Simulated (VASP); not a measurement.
# Mo (Im-3m) in VASP: notebook, part 2 of 2

VASP 6.6.1. The steps go on from the part before.

**6. Single point, r2SCAN**

The input, POSCAR:

```
Mo
1.0
   -1.5764210372      1.5764210372      1.5764210372
    1.5764210372     -1.5764210372      1.5764210372
    1.5764210372      1.5764210372     -1.5764210372
Mo
1
Direct
    0.0000000000      0.0000000000      0.0000000000
```

The input, INCAR.step1:

```
SYSTEM = Mo
ALGO = Normal ; EDIFF = 1E-4
ENCUT = 520 ; GGA = PE
ISMEAR = 1 ; LASPH = .True.
LCHARG = .False. ; LREAL = .False.
LWAVE = .True. ; NBANDS = 13
NELM = 100 ; PREC = Accurate
SIGMA = 0.1
```

The input, INCAR.step2:

```
SYSTEM = Mo
ALGO = Normal ; EDIFF = 1E-7
ENCUT = 520 ; ISIF = 2
ISMEAR = 1 ; ISTART = 1
LASPH = .True. ; LCHARG = .True.
LELF = .True. ; LMIXTAU = .True.
LREAL = .False. ; LVHAR = .True.
LWAVE = .False. ; METAGGA = R2SCAN
NBANDS = 13 ; NELM = 100
PREC = Accurate ; SIGMA = 0.1
```

The input, KPOINTS:

```
k-points
0
Gamma
  14 14 14
  0 0 0
```

Potentials or basis: VASP PAW PBE potentials, release 64 (Mo_sv).

Command:

```console
$ cat potpaw_PBE.64/Mo_sv/POTCAR > POTCAR
$ cp INCAR.step1 INCAR
$ mpirun -np 1 vasp_std > vasp.out
$ cp INCAR.step2 INCAR
$ mpirun -np 1 vasp_std > vasp.out
```

OUTCAR:

```text
SYSTEM = Mo
   EDIFF = 1E-7
   ENCUT = 520
   ISIF = 2
   ISMEAR = 1
   ISTART = 1
   LASPH = .True.
   LREAL = .False.
   METAGGA = R2SCAN
   NELM = 100
   PREC = Accurate

 ion  position               nearest neighbor table
   1  0.000  0.000  0.000-

  LATTYP: Found a body centered cubic cell.
 ALAT       =     3.1528420744

  Lattice vectors:

 A1 = (  -1.5764210372,   1.5764210372,   1.5764210372)
 A2 = (   1.5764210372,  -1.5764210372,   1.5764210372)
 A3 = (   1.5764210372,   1.5764210372,  -1.5764210372)

Analysis of symmetry for initial positions (statically):
=====================================================================
 Subroutine PRICEL returns:
 Original cell was already a primitive cell.

 Routine SETGRP: Setting up the symmetry group for a
 body centered cubic supercell.

 Subroutine GETGRP returns: Found 48 space group operations
 (whereof 48 operations were pure point group operations)
 out of a pool of 48 trial point group operations.

The static configuration has the point symmetry O_h .

Analysis of symmetry for dynamics (positions and initial velocities):
=====================================================================
 Subroutine PRICEL returns:
 Original cell was already a primitive cell.

 Routine SETGRP: Setting up the symmetry group for a
 body centered cubic supercell.

 Subroutine GETGRP returns: Found 48 space group operations
 (whereof 48 operations were pure point group operations)
 out of a pool of 48 trial point group operations.

The dynamic configuration has the point symmetry O_h .

 Subroutine INISYM returns: Found 48 space group operations
 (whereof 48 operations are pure point group operations),
 and found     1 'primitive' translations

----------------------------------------------------------------------------------------

                                     Primitive cell

  volume of cell :      15.6703

  direct lattice vectors                    reciprocal lattice vectors
    -1.576421037  1.576421037  1.576421037     0.000000000  0.317174148  0.317174148
     1.576421037 -1.576421037  1.576421037     0.317174148  0.000000000  0.317174148
     1.576421037  1.576421037 -1.576421037     0.317174148  0.317174148  0.000000000

  length of vectors
     2.730441331  2.730441331  2.730441331     0.448551982  0.448551982  0.448551982

  position of ions in fractional coordinates (direct lattice)
     0.000000000  0.000000000  0.000000000

  ion indices of the primitive-cell ions
   primitive index   ion index
                 1           1

----------------------------------------------------------------------------------------

 KPOINTS: k-points

Automatic generation of k-mesh.
 Grid dimensions read from file:
 generate k-points for:   14   14   14

 Generating k-lattice:

  Cartesian coordinates                     Fractional coordinates (reciprocal lattice)
     0.000000000  0.022655296  0.022655296     0.071428571  0.000000000  0.000000000
     0.022655296  0.000000000  0.022655296     0.000000000  0.071428571  0.000000000
     0.022655296  0.022655296  0.000000000     0.000000000  0.000000000  0.071428571

  Length of vectors
     0.032039427  0.032039427  0.032039427

  Shift w.r.t. Gamma in fractional coordinates (k-lattice)
     0.000000000  0.000000000  0.000000000

 Subroutine IBZKPT returns following result:
 ===========================================

 Found    104 irreducible k-points:

 Following reciprocal coordinates:
            Coordinates               Weight
  0.000000  0.000000  0.000000      1.000000
  0.071429  0.000000  0.000000     12.000000
  0.142857  0.000000  0.000000     12.000000
  0.214286  0.000000  0.000000     12.000000
  0.285714  0.000000  0.000000     12.000000
  0.357143  0.000000  0.000000     12.000000
[... 16 lines left out ...]
  0.285714  0.285714  0.000000     24.000000
  0.357143  0.285714  0.000000     24.000000
 [... further k-points ...]
   k-points           NKPTS =    104   k-points in BZ     NKDIM =    104   number of bands    NBANDS=     13
   number of dos      NEDOS =    301   number of ions     NIONS =      1
   total plane-waves  NPLWV =   8000
   dimension x,y,z NGX =    20 NGY =   20 NGZ =   20
   dimension x,y,z NGXF=    40 NGYF=   40 NGZF=   40
   ions per type =               1
   NGX,Y,Z   is equivalent  to a cutoff of  12.18, 12.18, 12.18 a.u.
   NGXF,Y,Z  is equivalent  to a cutoff of  24.35, 24.35, 24.35 a.u.
 SYSTEM =  Mo
   PREC   = accura    normal or accurate (medium, high low for compatibility)
   ISTART =      1    job   : 0-new  1-cont  2-samecut
   ICHARG =      0    charge: 1-file 2-atom 10-const
   ISPIN  =      1    spin polarized calculation?
   LNONCOLLINEAR =      F non collinear calculations
   LSORBIT =      F    spin-orbit coupling
   LASPH  =      T    aspherical Exc in radial PAW
   ENCUT  =  520.0 eV  38.22 Ry    6.18 a.u.   5.08  5.08  5.08*2*pi/ulx,y,z
   NELM   =    100;   NELMIN=  2; NELMDL=  0     # of ELM steps
   EDIFF  = 0.1E-06   stopping-criterion for ELM
   LREAL  =      F    real-space projection
   EDIFFG = 0.1E-05   stopping-criterion for IOM
   NSW    =      0    number of steps for IOM
   IBRION =     -1    ionic relax: 0-MD 1-quasi-New 2-CG
   NFREE  =      0    steps in history (QN), initial steepest desc. (CG)
   ISIF   =      2    stress and relaxation
   ISYM   =      2    0-nonsym 1-usesym 2-fastsym
   POTIM  = 0.5000    time-step for ionic-motion
   TEBEG  =    0.0;   TEEND  =   0.0 temperature during run
   PSTRESS=    0.0 pullay stress
   NELECT =      14.0000    total number of electrons
   NUPDOWN=      -1.0000    fix difference up-down
   EMIN   =  10.00;   EMAX   =-10.00  energy-range for DOS
   EFERMI =   0.00;   METHOD = LEGACY
   ISMEAR =     1;   SIGMA  =   0.10  broadening in eV -4-tet -1-fermi 0-gaus
   EFERMI_NEDOS =   21; number of points for ismear=-14 and -15
   IALGO  =     38    algorithm
   IMIX   =      4    mixing-type and parameters
     AMIX     =   0.40;   BMIX     =  1.00
     AMIX_MAG =   1.60;   BMIX_MAG =  1.00
  volume/ion in A,a.u.               =      15.67       105.75
  Fermi-wavevector in a.u.,A,eV,Ry     =   1.576735  2.979597 33.825339  2.486092
  Thomas-Fermi vector in A             =   2.677523
   LORBIT       =      0    0 simple, 1 ext, 2 COOP (PROOUT), +10 PAW based schemes
   METAGGA = R2SCAN    functional components
   LHFCALC =     F    Hartree Fock is set to
   AEXX    =    0.0000 exact exchange contribution
   IVDW    =     0    specifies the selected vdW correction
   LEPSILON=     F    determine dielectric tensor
   LRPA    =     F    only Hartree local field effects (RPA)
 non-spin polarized calculation
 Methfessel and Paxton  Order N= 1 SIGMA  =   0.10
  energy-cutoff  :      520.00
  volume of cell :       15.67
 maximum number of plane-waves:       432
   NGX = 11   NGY = 11   NGZ = 11

 number of electron      14.0000002 magnetization

 Free energy of the ion-electron system (eV)
  ---------------------------------------------------
  ext. energy  EPLUGINS =         0.00000000
  ---------------------------------------------------
  free energy    TOTEN  =       -26.06528382 eV

  energy without entropy =      -26.06468543  energy(sigma->0) =      -26.06508436

 E-fermi :  12.5614     XC(G=0): -14.6253

 val. band max:       12.5592694274   @ k =  -0.4286  -0.4286   0.2857
 cond. band min:      12.5718962803   @ k =  -0.1429   0.2143   0.0714
 fundamental gap:      0.0126268529
 Fermi energy:        12.5614135619

 k-point     1 :       0.0000    0.0000    0.0000
  band No.  band energies     occupation
      1     -50.7378      2.00000
      2     -23.2137      2.00000
      3     -23.2136      2.00000
      4     -23.2136      2.00000
      5       4.8526      2.00000
      6      11.0813      2.00000
      7      11.0813      2.00000
      8      11.0813      2.00000
      9      14.4044     -0.00000
     10      14.4044     -0.00000
     11      28.0011      0.00000
     12      28.0011      0.00000
     13      28.0011      0.00000
[... 353 lines left out ...]
 k-point    24 :       0.3571    0.2857    0.0000
  band No.  band energies     occupation
      1     -50.4135      2.00000
      2     -24.3590      2.00000
      3     -24.1297      2.00000
      4     -23.3988      2.00000
      5       8.4310      2.00000
      6       9.6951      2.00000
      7      10.4765      2.00000
      8      14.5562     -0.00000
      9      15.0609      0.00000
     10      22.2394      0.00000
     11      23.2582      0.00000
     12      24.4756      0.00000
     13      30.5956      0.00000

 [... further k-points ...]
[... 5 lines left out ...]
  --------------------------------------------------------------------------------------
  -------------------------------------------------------------------------------------
  Total        0.1260631      0.1260631      0.1260631      0.0000000     -0.0000000      0.0000000
  in kB       12.8890815     12.8890815     12.8890815      0.0000000     -0.0000000      0.0000000
  external PRESSURE =      12.8890815 kB  Pullay stress =       0.0000000 kB

 VOLUME and BASIS-vectors are now :
 -----------------------------------------------------------------------------
  energy-cutoff  :      520.00
  volume of cell :       15.67
      direct lattice vectors                 reciprocal lattice vectors
    -1.576421037  1.576421037  1.576421037     0.000000000  0.317174148  0.317174148
     1.576421037 -1.576421037  1.576421037     0.317174148  0.000000000  0.317174148
     1.576421037  1.576421037 -1.576421037     0.317174148  0.317174148  0.000000000

 POSITION                                       TOTAL-FORCE (eV/Angst)
 -----------------------------------------------------------------------------------
      0.00000      0.00000      0.00000         0.000000      0.000000      0.000000
 -----------------------------------------------------------------------------------
    total drift:                                0.000000     -0.000000     -0.000000

  FREE ENERGIE OF THE ION-ELECTRON SYSTEM (eV)
  ---------------------------------------------------
  free  energy   TOTEN  =       -26.0652838165 eV

  energy  without entropy=      -26.0646854324  energy(sigma->0) =      -26.06508436
```

OUTCAR.step1:

```text
SYSTEM = Mo
   EDIFF = 1E-4
   ENCUT = 520
   GGA = PE
   ISMEAR = 1
   LASPH = .True.
[... 601 lines left out ...]
 -----------------------------------------------------------------------------------
      0.00000      0.00000      0.00000         0.000000      0.000000      0.000000
 -----------------------------------------------------------------------------------
    total drift:                               -0.000000     -0.000000     -0.000000

  FREE ENERGIE OF THE ION-ELECTRON SYSTEM (eV)
  ---------------------------------------------------
  free  energy   TOTEN  =       -10.9197014540 eV

  energy  without entropy=      -10.9189330669  energy(sigma->0) =      -10.91944532
```

OSZICAR.step1:

```text
N       E                     dE             d eps       ncg     rms          rms(c)
DAV:   1     0.888619686840E+02    0.88862E+02   -0.80338E+03  2765   0.110E+03
DAV:   2    -0.104430111438E+02   -0.99305E+02   -0.95329E+02  3129   0.307E+02
DAV:   3    -0.115830852018E+02   -0.11401E+01   -0.11365E+01  3054   0.324E+01
DAV:   4    -0.115856567428E+02   -0.25715E-02   -0.25715E-02  3019   0.187E+00
DAV:   5    -0.115856733126E+02   -0.16570E-04   -0.16569E-04  3031   0.134E-01    0.146E+01
DAV:   6    -0.110077238164E+02    0.57795E+00   -0.71404E-01  2779   0.104E+01    0.400E+00
DAV:   7    -0.109235637831E+02    0.84160E-01   -0.15350E-01  2959   0.460E+00    0.987E-01
DAV:   8    -0.109196437773E+02    0.39200E-02   -0.41452E-03  2819   0.825E-01    0.193E-01
DAV:   9    -0.109197014540E+02   -0.57677E-04   -0.11811E-04  2669   0.136E-01
   1 F= -.10919701E+02 E0= -.10919445E+02  d E =-.768387E-03
```

It took 2.7 min on 1 thread of AMD EPYC 7R13, shared host; peak memory 0.11 GiB.

Results:

```yaml
Free_energy: -26.0653 eV
Pressure: 1.3 GPa
Band_gap_on_the_k_mesh: zero (band 7 reaches 16.62 eV, above the bottom of band 8 at 11.08 eV)
```

Caveat: the PAW data sets were made with another functional, which shifts forces and pressure a little.

**7. Overview**

```csv
smearing,gap on the mesh (eV),pressure (GPa)
methfessel-paxton 0.3 eV,none,1.2
methfessel-paxton 0.6 eV,none,0.8
methfessel-paxton 1 eV,none,-0.1
methfessel-paxton 0.01 eV,none,1.3
methfessel-paxton 0.1 eV,none,1.3
```

Alike in all rows: task single point; level r2SCAN; potentials or basis VASP PAW PBE potentials, release 64 (Mo_sv); no spin polarisation; cell as given; k mesh 14 × 14 × 14; cutoff (eV) 520.

Every run on the cell as given and a fine mesh finds a metal.

Caveats: the PAW data sets were made with another functional, which shifts forces and pressure a little.

Total energies depend on the potentials used, so only differences within one code and one set of settings carry meaning.
